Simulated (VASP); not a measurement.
Te:

```
Te
1.0
     4.51261    0.00000    0.00000
    -2.25631    3.90804    0.00000
     0.00000    0.00000    6.00196
Te
3
Cartesian
  1.6494 2.8568 0.0000
  -0.6069 1.0513 4.0013
  1.2139 0.0000 2.0007
```

Base run:

| Quantity | Value |
| --- | --- |
| Program | VASP 6.6.1 |
| Functional | PBE |
| Potentials or basis | VASP PAW PBE potentials, release 64 (Te) |
| Cutoff | 520 eV |
| k mesh | 7 × 7 × 5 |
| Occupations | fermi-dirac, width 0.05 eV |
| Spin | no spin polarisation |

Its results: band gap on the k mesh 0.64 eV (least direct gap 0.76 eV); pressure -0.4 GPa; largest force 0.041 eV/Å.

**Question.** The run is repeated on the same cell with these changes: functional from PBE to LDA; potentials or basis from VASP PAW PBE potentials, release 64 (Te) to VASP PAW LDA potentials, release 64 (Te). What comes out?

**Answer.** Band gap on the k mesh 0.58 eV (least direct gap 0.72 eV); pressure -3.5 GPa; largest force 0.108 eV/Å.

Caveats: spin-orbit coupling is left out, which moves the levels of the heavy elements; an odd mesh through Γ misses points on the zone boundary, where band edges can lie; the cell stands under tension (at least some runs).
